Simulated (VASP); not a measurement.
Here is a VASP 6.6.1 calculation.

The input INCAR:

```
SYSTEM = Na2Pt
  ALGO = Normal
  EDIFF = 1E-8
  ENCUT = 520
  ISIF = 2
  ISMEAR = -1
  LASPH = .True.
  LCHARG = .False.
  LEFG = .True.
  LREAL = .False.
  LWAVE = .False.
  NBANDS = 33
  NELM = 60
  PREC = Accurate
  SIGMA = 0.05
```

Contents of KPOINTS:

```
k-points
0
Gamma
  7 7 5
  0 0 0
```

The input POSCAR:

```
Na2Pt
1.0
    4.7707218479      0.0000000000      0.0000000000
   -2.3853609240      4.1315663146      0.0000000000
    0.0000000000      0.0000000000      5.8390867364
Pt Na
2 4
Direct
    0.3333333333      0.6666666667      0.2500000000
    0.6666666667      0.3333333333      0.7500000000
    0.0000000000      0.0000000000      0.0000000000
    0.0000000000      0.0000000000      0.5000000000
    0.3333333333      0.6666666667      0.7500000000
    0.6666666667      0.3333333333      0.2500000000
```

Potentials or basis: VASP PAW LDA potentials, release 64 (Pt, Na_pv).

Run with:

```bash
$ cat potpaw_LDA.64/Pt/POTCAR potpaw_LDA.64/Na_pv/POTCAR > POTCAR
$ mpirun -np 1 vasp_std > vasp.out
```

**Question.** Estimate the pressure.

**Answer.** 0.1 GPa.

**Question.** Estimate the band gap on the k mesh.

**Answer.** Zero (bands 24 and 25 overlap by 0.02 eV).

Electric field gradients, principal values (V/Å²):
| atom | least | middle | greatest (by size) |
| --- | --- | --- | --- |
| 1 Pt | 15.949 | 15.950 | -31.899 |
| 2 Pt | 15.949 | 15.950 | -31.899 |
| 3 Na | -5.367 | -5.371 | 10.737 |
| 4 Na | -5.367 | -5.371 | 10.737 |
| 5 Na | 2.177 | 2.181 | -4.358 |
| 6 Na | 2.177 | 2.181 | -4.358 |

Caveat: without QUAD_EFG the Cq values of the log hold for a quadrupole moment of 1 mb, not for the nuclei; spin-orbit coupling is left out, which moves the levels of the heavy elements.
